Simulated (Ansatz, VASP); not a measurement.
**Nb in VASP and in Ansatz**

```
Nb
1.0
    -1.65460    1.65460    1.65460
     1.65460   -1.65460    1.65460
     1.65460    1.65460   -1.65460
Nb
1
Direct
  0.00000 0.00000 0.00000
```

Alike in both runs: functional PBE; k mesh 17 × 17 × 17; occupations fermi-dirac, width 0.05 eV; no spin polarisation.

Ansatz relaxed the structure, and its values are those at the end. VASP's run is a single point on that final structure, the one shown.

```csv
,VASP,Ansatz
version,VASP 6.6.1,Ansatz 0.2.0
potentials or method,"VASP PAW PBE potentials, release 64 (Nb_sv)","PAW with Ansatz's default frozen-core files, scalar-relativistic"
plane-wave cutoff (eV),520,420
valence electrons in the cell,13,13
```

Ansatz gave:

* pressure (GPa): 0.0

Q: Which values does VASP return?

A: Pressure (GPa): -0.3.

With one functional, cell and mesh, what is left measures potentials, basis and numerics.
